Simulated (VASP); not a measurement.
Crystal: KNaF2.

```
CELL_PARAMETERS angstrom
1.73914 1.00409 5.81551
-1.73914 1.00409 5.81551
0.00000 -2.00819 5.81551
ATOMIC_POSITIONS crystal
Na 0.00000 0.00000 0.00000
K 0.50000 0.50000 0.50000
F 0.26110 0.26110 0.26110
F 0.73890 0.73890 0.73890
```

Base run:

- Program: VASP 6.6.1
- Functional: r2SCAN
- Potentials or basis: VASP PAW PBE potentials, release 64 (Na_pv, K_sv, F)
- Cutoff: 520 eV
- k mesh: 6 × 6 × 6
- Occupations: gaussian, width 0.01 eV
- Spin: no spin polarisation

Its results: band gap on the k mesh 6.99 eV; pressure -0.2 GPa; largest force 0.034 eV/Å.

Task: The run is repeated on the same cell with these changes: functional from r2SCAN to LDA; potentials or basis from VASP PAW PBE potentials, release 64 (Na_pv, K_sv, F) to VASP PAW LDA potentials, release 64 (Na_pv, K_sv, F). What comes out?

Result: Band gap on the k mesh 5.87 eV; pressure -3.2 GPa; largest force 0.095 eV/Å.

Caveats: the PAW data sets were made with another functional, which shifts forces and pressure a little (at least some runs); the cell stands under tension (at least some runs).

A k mesh can miss the band edges.
